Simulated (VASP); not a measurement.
A run of VASP 6.6.1:

Contents of INCAR:

```
PREC     = Accurate       # precision mode
ENCUT    = 520            # plane-wave cutoff, eV
EDIFF    = 1E-6           # SCF threshold, eV
ISMEAR   = 0              # smearing method
SIGMA    = 0.05           # smearing width, eV
LREAL    = False          # projectors in reciprocal space
LASPH    = True           # aspherical terms in the spheres
NELM     = 100            # most SCF steps
ALGO     = Normal         # electronic algorithm
ISIF     = 2              # what is computed and relaxed
LWAVE    = False          # write WAVECAR
LCHARG   = True           # write CHGCAR
GGA      = RE             # functional
LELF     = True           # ELF
LVHAR    = True         
NBANDS   = 17             # bands
```

KPOINTS

```
Automatic mesh
0
Gamma
  8 8 8
```

File POSCAR:

```
PbS
1.0
    0.0000000000      2.9903147507      2.9903147507
    2.9903147507      0.0000000000      2.9903147507
    2.9903147507      2.9903147507      0.0000000000
Pb S
1 1
Direct
    0.5000000000      0.5000000000      0.5000000000
    0.0000000000      0.0000000000      0.0000000000
```

Potentials or basis: VASP PAW PBE potentials, release 64 (Pb_d, S).

Command:

```sh
$ cat potpaw_PBE.64/Pb_d/POTCAR potpaw_PBE.64/S/POTCAR > POTCAR
$ mpirun -np 1 vasp_std > vasp.out
```

Hardware: 1 thread of Intel Xeon 6975P-C, on a shared host.

Question: Estimate the wall time of this run.

Answer: Wall time 21 s on 1 thread of Intel Xeon 6975P-C, on a shared host, peak memory 0.19 GiB. Counts: scf iterations 13, k points 29.
